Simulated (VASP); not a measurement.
# Au (I4/mmm) in VASP: further runs

The runs below take Au through single point, with PBEsol.

All numbers are computed with VASP 6.6.1; they aren't measurements. Logs are shortened: lines on timing, memory, paths and dates and some standing lists are left out, and cuts for length are marked.

## Step 1: The cell of the first run

It takes space group I4/mmm (No. 139, tetragonal). Conventional cell: a = 2.573 Å, b = 2.573 Å, c = 5.145 Å, α = 90.00°, β = 90.00°, γ = 90.00°. Au (site symmetry 4/mmm) has 12 Au at 2.57 to 3.15 Å within 3.4 Å.

## Step 2: Single point, PBEsol

The input, INCAR:

```
SYSTEM = Au
PREC = Accurate
ENCUT = 520
EDIFF = 1E-7
ISMEAR = 0
SIGMA = 0.15
LREAL = .FALSE.
LASPH = .TRUE.
NELM = 60
ALGO = Fast
ISIF = 2
LWAVE = .FALSE.
LCHARG = .FALSE.
GGA = PS
NBANDS = 12
```

The input, KPOINTS:

```
regular mesh
0
G
  28 28 28
  0 0 0
```

The input, POSCAR:

```
Au
1.0
    0.0000000000      1.8192483067      2.5724171057
    1.8192483067      0.0000000000      2.5724171057
    1.8192483067      1.8192483067      0.0000000000
Au
1
Direct
    0.0000000000      0.0000000000      0.0000000000
```

Potentials or basis: VASP PAW PBE potentials, release 64 (Au).

Command:

```sh
> cat potpaw_PBE.64/Au/POTCAR > POTCAR
> mpirun -np 1 vasp_std > vasp.out
```

OUTCAR:

```text
SYSTEM = Au
   PREC = Accurate
   ENCUT = 520
   EDIFF = 1E-7
   ISMEAR = 0
   LREAL = .FALSE.
   LASPH = .TRUE.
   NELM = 60
   ISIF = 2
   GGA = PS

 ion  position               nearest neighbor table
   1  0.000  0.000  0.000-

  LATTYP: Found a body centered tetragonal cell.
 ALAT       =     2.5728056287
 C/A-ratio  =     1.9996979772

  Lattice vectors:

 A1 = (  -1.8192483067,   0.0000000000,   2.5724171057)
 A2 = (   1.8192483067,   0.0000000000,   2.5724171057)
 A3 = (   0.0000000000,   1.8192483067,  -2.5724171057)

Analysis of symmetry for initial positions (statically):
=====================================================================
 Subroutine PRICEL returns:
 Original cell was already a primitive cell.

 Routine SETGRP: Setting up the symmetry group for a
 body centered tetragonal supercell.

 Subroutine GETGRP returns: Found 16 space group operations
 (whereof 16 operations were pure point group operations)
 out of a pool of 16 trial point group operations.

The static configuration has the point symmetry D_4h.

Analysis of symmetry for dynamics (positions and initial velocities):
=====================================================================
 Subroutine PRICEL returns:
 Original cell was already a primitive cell.

 Routine SETGRP: Setting up the symmetry group for a
 body centered tetragonal supercell.

 Subroutine GETGRP returns: Found 16 space group operations
 (whereof 16 operations were pure point group operations)
 out of a pool of 16 trial point group operations.

The dynamic configuration has the point symmetry D_4h.

 Subroutine INISYM returns: Found 16 space group operations
 (whereof 16 operations are pure point group operations),
 and found     1 'primitive' translations

----------------------------------------------------------------------------------------

                                     Primitive cell

  volume of cell :      17.0277

  direct lattice vectors                    reciprocal lattice vectors
     0.000000000  1.819248307  2.572417106    -0.274838788  0.274838788  0.194369723
     1.819248307  0.000000000  2.572417106     0.274838788 -0.274838788  0.194369723
     1.819248307  1.819248307  0.000000000     0.274838788  0.274838788 -0.194369723

  length of vectors
     3.150713279  3.150713279  2.572805629     0.434571407  0.434571407  0.434571407

  position of ions in fractional coordinates (direct lattice)
     0.000000000  0.000000000  0.000000000

[... 83 lines left out ...]
   POTIM  = 0.5000    time-step for ionic-motion
   TEBEG  =    0.0;   TEEND  =   0.0 temperature during run
   PSTRESS=    0.0 pullay stress
   NELECT =      11.0000    total number of electrons
   NUPDOWN=      -1.0000    fix difference up-down
   EMIN   =  10.00;   EMAX   =-10.00  energy-range for DOS
   EFERMI =   0.00;   METHOD = LEGACY
   ISMEAR =     0;   SIGMA  =   0.15  broadening in eV -4-tet -1-fermi 0-gaus
   EFERMI_NEDOS =   21; number of points for ismear=-14 and -15
   IALGO  =     68    algorithm
   IMIX   =      4    mixing-type and parameters
     AMIX     =   0.40;   BMIX     =  1.00
     AMIX_MAG =   1.60;   BMIX_MAG =  1.00
  volume/ion in A,a.u.               =      17.03       114.91
  Fermi-wavevector in a.u.,A,eV,Ry     =   1.415209  2.674357 27.249977  2.002817
  Thomas-Fermi vector in A             =   2.536671
   LORBIT       =      0    0 simple, 1 ext, 2 COOP (PROOUT), +10 PAW based schemes
   GGA     = PS    functional components
   LHFCALC =     F    Hartree Fock is set to
   AEXX    =    0.0000 exact exchange contribution
   IVDW    =     0    specifies the selected vdW correction
   LEPSILON=     F    determine dielectric tensor
   LRPA    =     F    only Hartree local field effects (RPA)
 non-spin polarized calculation
 RMM-DIIS sequential band-by-band and
 Gauss-broadening in eV      SIGMA  =   0.15
  energy-cutoff  :      520.00
  volume of cell :       17.03
 maximum number of plane-waves:       482
   NGX = 11   NGY = 11   NGZ =  9

 number of electron      11.0000001 magnetization

 Free energy of the ion-electron system (eV)
  ---------------------------------------------------
  ext. energy  EPLUGINS =         0.00000000
  ---------------------------------------------------
  free energy    TOTEN  =        -3.58967166 eV

  energy without entropy =       -3.58597819  energy(sigma->0) =       -3.58782493

 E-fermi :   9.1545     XC(G=0): -12.8403

 val. band max:        9.1537989234   @ k =  -0.3571   0.1071   0.0714
 cond. band min:       9.1558628874   @ k =  -0.4286   0.3214   0.1071
 fundamental gap:      0.0020639640
 Fermi energy:         9.1545187527

 k-point     1 :       0.0000    0.0000    0.0000
  band No.  band energies     occupation
      1      -0.6608      2.00000
      2       2.3936      2.00000
      3       3.9744      2.00000
      4       6.0639      2.00000
      5       6.0639      2.00000
      6       7.6614      2.00000
      7      22.9119      0.00000
      8      25.4448      0.00000
      9      29.6490      0.00000
     10      29.6490      0.00000
     11      31.7048      0.00000
     12      32.2963      0.00000
[... 331 lines left out ...]
 k-point    24 :       0.3214    0.0357    0.0000
  band No.  band energies     occupation
      1       1.5732      2.00000
      2       3.4561      2.00000
      3       4.7515      2.00000
      4       6.1348      2.00000
      5       6.2684      2.00000
      6       6.8976      2.00000
      7      18.8058      0.00000
      8      21.3444      0.00000
      9      27.7994      0.00000
     10      29.5700      0.00000
     11      30.9474      0.00000
     12      33.6496      0.00000

 [... further k-points ...]

------------------------ aborting loop because EDIFF is reached ----------------------------------------

  FORCE on cell =-STRESS in cart. coord.  units (eV):
  Direction    XX          YY          ZZ          XY          YZ          ZX
  --------------------------------------------------------------------------------------
  -------------------------------------------------------------------------------------
  Total        2.8149230      2.8149230     -1.1025089      0.0000000     -0.0000000      0.0000000
  in kB      264.8632869    264.8632869   -103.7378754      0.0000000     -0.0000000      0.0000000
  external PRESSURE =     141.9962328 kB  Pullay stress =       0.0000000 kB

 VOLUME and BASIS-vectors are now :
 -----------------------------------------------------------------------------
  energy-cutoff  :      520.00
  volume of cell :       17.03
      direct lattice vectors                 reciprocal lattice vectors
     0.000000000  1.819248307  2.572417106    -0.274838788  0.274838788  0.194369723
     1.819248307  0.000000000  2.572417106     0.274838788 -0.274838788  0.194369723
     1.819248307  1.819248307  0.000000000     0.274838788  0.274838788 -0.194369723

 POSITION                                       TOTAL-FORCE (eV/Angst)
 -----------------------------------------------------------------------------------
      0.00000      0.00000      0.00000        -0.000000      0.000000      0.000000
 -----------------------------------------------------------------------------------
    total drift:                               -0.000000      0.000000     -0.000000

  FREE ENERGIE OF THE ION-ELECTRON SYSTEM (eV)
  ---------------------------------------------------
  free  energy   TOTEN  =        -3.5896716631 eV

  energy  without entropy=       -3.5859781941  energy(sigma->0) =       -3.58782493
```

OSZICAR:

```text
N       E                     dE             d eps       ncg     rms          rms(c)
DAV:   1     0.490240704543E+02    0.49024E+02   -0.55763E+03 40832   0.816E+02
DAV:   2    -0.324338172815E+01   -0.52267E+02   -0.49697E+02 46240   0.188E+02
DAV:   3    -0.393055789376E+01   -0.68718E+00   -0.68659E+00 47328   0.207E+01
DAV:   4    -0.393290944178E+01   -0.23515E-02   -0.23514E-02 45332   0.139E+00
DAV:   5    -0.393292661372E+01   -0.17172E-04   -0.17171E-04 47692   0.113E-01    0.105E+01
RMM:   6    -0.361611067261E+01    0.31682E+00   -0.35944E-01 39567   0.495E+00    0.658E+00
RMM:   7    -0.359307974161E+01    0.23031E-01   -0.38613E-02 41937   0.181E+00    0.311E+00
RMM:   8    -0.358969358581E+01    0.33862E-02   -0.46279E-03 43235   0.610E-01    0.353E-01
RMM:   9    -0.358966709287E+01    0.26493E-04   -0.55067E-04 46177   0.193E-01    0.102E-01
RMM:  10    -0.358967169666E+01   -0.46038E-05   -0.89412E-05 45899   0.711E-02    0.677E-02
RMM:  11    -0.358967158423E+01    0.11242E-06   -0.17539E-05 46727   0.275E-02    0.123E-02
RMM:  12    -0.358967172791E+01   -0.14368E-06   -0.27693E-06 45154   0.110E-02    0.779E-03
RMM:  13    -0.358967158128E+01    0.14663E-06   -0.66227E-07 40174   0.516E-03    0.254E-03
RMM:  14    -0.358967166306E+01   -0.81772E-07   -0.10422E-07 31306   0.194E-03
   1 F= -.35896717E+01 E0= -.35878249E+01  d E =-.369347E-02
```

It took 1.9 min on 1 thread of Intel Xeon 6975P-C (Granite Rapids), shared host; peak memory 0.42 GiB.

Results:

- Free energy: -3.5897 eV
- Pressure: 14.2 GPa
- Band gap on the k mesh: zero (an odd number of electrons rules out a gap without spin polarisation)

Levels at points of the mesh, in eV from the Fermi level:
```tsv
k point	band 3	band 4	band 5	band 6	band 7	band 8	band 9	band 10
(0.00, 0.00, 0.00)	-5.18	-3.09	-3.09	-1.49	13.76	16.29	20.49	20.49
(0.50, 0.00, 0.00)	-3.49	-2.01	-1.92	-0.55	4.17	10.41	18.74	19.40
(0.50, 0.50, 0.00)	-1.73	-1.73	-1.69	-1.30	1.25	14.68	14.68	21.30
(0.50, 0.00, 0.50)	-3.28	-2.40	0.14	3.52	9.17	9.18	9.42	17.60
```

Caveat: the cell stands under pressure; the PAW data sets were made with another functional, which shifts forces and pressure a little; spin-orbit coupling is left out, which moves the levels of the heavy elements.

## Step 3: Single point, PBEsol

This run uses another cell than the first one, of the same volume but with other edges.

INCAR is that of step 2.

KPOINTS is that of step 2.

The input, POSCAR:

```
Au
1.0
    0.0000000000      2.1556031387      1.8322626679
    2.1556031387      0.0000000000      1.8322626679
    2.1556031387      2.1556031387      0.0000000000
Au
1
Direct
    0.0000000000      0.0000000000      0.0000000000
```

Potentials or basis: VASP PAW PBE potentials, release 64 (Au).

Command:

```sh
> cat potpaw_PBE.64/Au/POTCAR > POTCAR
> mpirun -np 1 vasp_std > vasp.out
```

Wall time 1.9 min (1 thread of Intel Xeon 6975P-C (Granite Rapids), shared host); peak memory 0.42 GiB.

The run converged. Its results:

```yaml
Free_energy: -3.9137 eV
Pressure: -0.1 GPa
Band_gap_on_the_k_mesh: zero (an odd number of electrons rules out a gap without spin polarisation)
```

Stress tensor (GPa, compression positive):
```
-0.46  0.00  0.00
 0.00 -0.46  0.00
 0.00  0.00  0.74
```

Levels at points of the mesh, in eV from the Fermi level:
```csv
k point,band 4,band 5,band 6,band 7,band 8,band 9
"(0.00, 0.00, 0.00)",-3.99,-3.78,-2.66,14.91,17.55,17.55
"(0.50, 0.00, 0.00)",-2.37,-1.61,-0.97,3.17,13.29,15.45
"(0.50, 0.50, 0.00)",-1.63,-1.63,3.08,8.12,8.12,8.22
"(0.50, 0.00, 0.50)",-2.20,-1.32,0.09,4.62,10.87,11.42
```

Caveat: the PAW data sets were made with another functional, which shifts forces and pressure a little; spin-orbit coupling is left out, which moves the levels of the heavy elements.
